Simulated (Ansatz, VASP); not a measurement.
## ZnSe in VASP and in Ansatz

The input INCAR:

```
SYSTEM = ZnSe
PREC     = Accurate       ! precision mode
ENCUT    = 520            ! plane-wave cutoff, eV
EDIFF    = 1E-6           ! SCF threshold, eV
ISMEAR   = 0              ! smearing method
SIGMA    = 0.05           ! smearing width, eV
LREAL    = .FALSE.        ! projectors in reciprocal space
LASPH    = .TRUE.         ! aspherical terms in the spheres
NELM     = 100            ! most SCF steps
ALGO     = Normal         ! electronic algorithm
ISIF     = 2              ! what is computed and relaxed
LWAVE    = .FALSE.        ! write WAVECAR
LCHARG   = .FALSE.        ! write CHGCAR
GGA      = PE             ! functional
NBANDS   = 16             ! bands
```

Contents of KPOINTS:

```
regular mesh
0
G
  10 10 10
  0 0 0
```

POSCAR

```
ZnSe
1.0
    0.0000000000      3.0206711038      2.6774251940
    2.6774251940      0.0000000000      2.6774251940
    2.6774251940      3.0206711038      0.0000000000
Zn Se
1 1
Direct
    0.0000000000      0.0000000000      0.0000000000
    0.7500000000      0.7500000000      0.7500000000
```

Input for Ansatz:

```yaml
crystal:
  lattice:
    - [0.0, 3.0206711038, 2.677425194]
    - [2.677425194, 0.0, 2.677425194]
    - [2.677425194, 3.0206711038, 0.0]
  atoms:
    - { symbol: Zn, position: [0.0, 0.0, 0.0] }
    - { symbol: Se, position: [0.75, 0.75, 0.75] }
basis:
  ecutwfc: 520.0
kpoints:
  mp_grid: { grid: [10, 10, 10] }
hamiltonian:
  xc: pbe
  pseudopotentials: { kind: paw, azcp: { folder: soft_1 } }
scf:
  occupations: { method: gaussian, width: 0.05 }
output:
  forces: true
  stress: true
  eigenvalues: true
```

Alike in both runs: task single point; functional PBE; k mesh 10 × 10 × 10; occupations gaussian, width 0.05 eV; no spin polarisation.

|  | VASP | Ansatz |
| --- | --- | --- |
| version | VASP 6.6.1 | Ansatz 0.2.0 |
| potentials or method | VASP PAW PBE potentials, release 64 (Zn, Se), cutoff 520 eV | scalar-relativistic, plane waves, PAW |
| valence electrons in the cell | 18 | 28 |

```csv
,VASP,Ansatz,Ansatz less VASP
gap on the k mesh at the Fermi level (eV),1.23,1.23,-0.006
least direct gap on the mesh (eV),1.23,1.23,-0.006
pressure (GPa),5.7,5.4,-0.27
"traceless stress, the component that is largest in VASP (GPa)",-3.33,-3.35,-0.025
```

VASP's potentials hold 18 valence electrons a cell and Ansatz's 28, so a difference there can come from the potentials and not from the codes.
